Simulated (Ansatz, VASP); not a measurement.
# Al3Cu2: VASP beside Ansatz

```
Al Cu
1.0
     4.14265    0.00000    0.00000
    -2.07133    3.58764    0.00000
     0.00000    0.00000    5.04027
Al Cu
3 2
Direct
  0.00000 0.00000 0.00000
  0.33333 0.66667 0.35119
  0.66667 0.33333 0.64881
  0.33333 0.66667 0.84018
  0.66667 0.33333 0.15982
```

Alike in both runs: task relaxation of cell and atoms; functional PBEsol; k mesh 12 × 12 × 8; occupations gaussian, width 0.1 eV; no spin polarisation.

```csv
,VASP,Ansatz
version,VASP 6.6.1,Ansatz 0.2.0
potentials or method,"VASP PAW PBE potentials, release 64 (Al, Cu), cutoff 600 eV","scalar-relativistic, plane waves, PAW"
valence electrons in the cell,31,47
```

|  | VASP | Ansatz | Ansatz less VASP |
| --- | --- | --- | --- |
| gap on the k mesh at the Fermi level, each at its own relaxed structure (eV) | none | none | - |
| relaxed volume (Å³/atom) | 14.54 | 14.49 | -0.046 |
| relaxed cell length with the largest relative difference (Å) | 4.987 | 4.981 | -0.0059 |

VASP's potentials were made for PBE, not for PBEsol. A gap of «none» marks a metal or a gap that the smearing closes. VASP's potentials hold 31 valence electrons a cell and Ansatz's 47, so a difference there can come from the potentials and not from the codes.
